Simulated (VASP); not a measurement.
A run of VASP 6.6.1 is set up as follows.

File INCAR:

```
SYSTEM = NaCl
PREC = Accurate
ENCUT = 520
EDIFF = 1E-7
ISMEAR = 0
SIGMA = 0.05
LREAL = .FALSE.
LASPH = .TRUE.
NELM = 80
ALGO = Normal
ISIF = 2
LWAVE = .FALSE.
LCHARG = .FALSE.
GGA = CA
NBANDS = 14
```

Contents of KPOINTS:

```
Automatic mesh
0
G
  6 6 6
  0 0 0
```

File POSCAR:

```
NaCl
1.0
    3.2220148000      0.0000000000      0.0000000000
    0.0000000000      3.2220148000      0.0000000000
    0.0000000000      0.0000000000      3.5021900000
Na Cl
1 1
Direct
    0.0000000000      0.0000000000      0.0000000000
    0.5000000000      0.5000000000      0.5000000000
```

Potentials or basis: VASP PAW LDA potentials, release 64 (Na_pv, Cl).

Run with:

```console
$ cat potpaw_LDA.64/Na_pv/POTCAR potpaw_LDA.64/Cl/POTCAR > POTCAR
$ mpirun -np 1 vasp_std > vasp.out
```

(1) Estimate the band gap on the k mesh.

(2) What does it give for the pressure?

Answers

(1) 3.84 eV, indirect (least direct gap 4.43 eV).

(2) 2.2 GPa.

Caveat: the cell differs from its parent crystal (strain -0.080 along x and y, +0.000 along z).
